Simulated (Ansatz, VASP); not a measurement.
## Two plane-wave programs on Mg4S

```
CELL_PARAMETERS angstrom
-2.08839 2.08839 5.53377
2.08839 -2.08839 5.53377
2.08839 2.08839 -5.53377
ATOMIC_POSITIONS crystal
Mg 0.38100 0.38100 0.00000
Mg 0.61900 0.61900 0.00000
Mg 0.75000 0.25000 0.50000
Mg 0.25000 0.75000 0.50000
S 0.00000 0.00000 0.00000
```

Change from the starting cell: species swapped into the NaGa4 type (I4/mmm, No. 139).

Alike in both runs: task relaxation of cell and atoms; functional PBE; k mesh 5 × 5 × 5; occupations gaussian, width 0.2 eV; no spin polarisation.

|  | VASP | Ansatz |
| --- | --- | --- |
| version | VASP 6.6.1 | Ansatz 0.2.0 |
| potentials or method | VASP PAW PBE potentials, release 64 (Mg, S), cutoff 600 eV | scalar-relativistic, plane waves, PAW |
| valence electrons in the cell | 14 | 46 |

VASP gave:

| Quantity | Value |
| --- | --- |
| gap on the k mesh at the Fermi level, each at its own relaxed structure (eV) | none |
| relaxed volume (Å³/atom) | 23.11 |
| relaxed cell length with the largest relative difference (Å) | 8.552 |

Problem. Which values does Ansatz return?

Solution. gap on the k mesh at the Fermi level, each at its own relaxed structure (eV): none; relaxed volume (Å³/atom): 23.18; relaxed cell length with the largest relative difference (Å): 8.604.

A gap of «none» marks a metal or a gap that the smearing closes. VASP's potentials hold 14 valence electrons a cell and Ansatz's 46, so a difference there can come from the potentials and not from the codes.

The k mesh is coarse, so the values compare programs but aren't converged. Noted on VASP's run: the volume moved by over 15 % at a fixed basis, so the end points are rough.
